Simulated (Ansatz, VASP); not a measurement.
## SiP: VASP beside Ansatz

```
Si P
1.0
     6.22328   -0.01067   -0.07155
    -0.01067    5.91635   -0.11527
    -0.07155   -0.11527    5.85397
Si P
8 8
Direct
  0.80629 0.21801 0.52254
  0.14256 0.40925 0.61723
  0.20024 0.83619 0.96574
  0.37514 0.79921 0.32678
  0.62253 0.91598 0.74551
  0.04057 0.52306 0.11633
  0.83618 0.72920 0.37062
  0.12144 0.00972 0.59394
  0.92677 0.69093 0.75498
  0.67060 0.35425 0.85591
  0.96999 0.16255 0.15821
  0.64514 0.98053 0.13880
  0.42135 0.61515 0.74402
  0.36551 0.16446 0.85337
  0.30642 0.31877 0.27549
  0.57490 0.50243 0.20142
```

Alike in both runs: task single point; functional PBE; k mesh 4 × 4 × 4; occupations fermi-dirac, width 0.1146 eV; no spin polarisation.

|  | VASP | Ansatz |
| --- | --- | --- |
| version | VASP 6.6.1 | Ansatz 0.2.0 |
| potentials or method | VASP PAW PBE potentials, release 64 (Si, P), cutoff 520 eV | scalar-relativistic, plane waves, PAW |
| valence electrons in the cell | 72 | 72 |

Ansatz gave:

| Quantity | Value |
| --- | --- |
| gap on the k mesh at the Fermi level (eV) | none |
| rms of the force components (eV/Å) | 0.784 |

Problem. What did VASP give for the same quantities?

Solution. gap on the k mesh at the Fermi level (eV): none; rms of the force components (eV/Å): 0.774.

Atom by atom the forces differ by 0.015 eV/Å (rms over components). A gap of «none» marks a metal or a gap that the smearing closes. The functional is the same, so the differences come from potentials, cutoffs and numerics.
